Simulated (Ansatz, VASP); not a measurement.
## GaCo in VASP and in Ansatz

The input INCAR:

```
PREC = Accurate
ENCUT = 520
EDIFF = 1E-6
ISMEAR = 0
SIGMA = 0.1
LREAL = F
LASPH = T
NELM = 80
ALGO = Normal
ISIF = 2
LWAVE = F
LCHARG = F
GGA = PE
NBANDS = 30
```

Contents of KPOINTS:

```
regular mesh
0
Gamma
  6 6 4
```

File POSCAR:

```
GaCo
1.0
    4.5014368732     -1.3764156860      0.0000000000
    4.5014368732      1.3764156860      0.0000000000
   -1.2618309735      0.0000000000      3.9756151186
Ga Co
2 2
Direct
    0.1165283063      0.1165283063      0.3027743700
    0.8834716937      0.8834716937      0.6972256300
    0.6270189279      0.6270189279      0.8078154735
    0.3729810721      0.3729810721      0.1921845265
```

Input for Ansatz:

```yaml
crystal:
  lattice:
    - [4.5014368732, -1.376415686, 0.0]
    - [4.5014368732, 1.376415686, 0.0]
    - [-1.2618309735, 0.0, 3.9756151186]
  atoms:
    - { symbol: Ga, position: [0.1165283063, 0.1165283063, 0.30277437] }
    - { symbol: Ga, position: [0.8834716937, 0.8834716937, 0.69722563] }
    - { symbol: Co, position: [0.6270189279, 0.6270189279, 0.8078154735] }
    - { symbol: Co, position: [0.3729810721, 0.3729810721, 0.1921845265] }
basis:
  ecutwfc: 420
kpoints:
  mp_grid: { grid: [6, 6, 4] }
hamiltonian:
  xc: pbe
scf:
  occupations: { method: gaussian, width: 0.1 }
  lower_state_search: "off"
output:
  forces: true
  stress: true
  eigenvalues: true
```

Change from the starting cell: the structure that the rattled cell fell into.

Alike in both runs: task single point; functional PBE; k mesh 6 × 6 × 4; occupations gaussian, width 0.1 eV; no spin polarisation.

```csv
,VASP,Ansatz
version,VASP 6.6.1,Ansatz 0.2.0
potentials or method,"VASP PAW PBE potentials, release 64 (Ga_d, Co), cutoff 520 eV","scalar-relativistic, plane waves, PAW"
valence electrons in the cell,44,60
```

```tsv
	VASP	Ansatz	Ansatz less VASP
gap on the k mesh at the Fermi level (eV)	none	none	-
pressure (GPa)	0.3	-0.1	-0.34
traceless stress, the component that is largest in VASP (GPa)	0.39	0.29	-0.100
rms of the force components (eV/Å)	0.018	0.020	+0.0016
```

Atom by atom the forces differ by 0.004 eV/Å (rms over components). A gap of «none» marks a metal or a gap that the smearing closes. With one functional, cell and mesh, what is left measures potentials, basis and numerics. VASP's potentials hold 44 valence electrons a cell and Ansatz's 60, so a difference there can come from the potentials and not from the codes.

The k mesh is coarse, so the values compare programs but aren't converged.
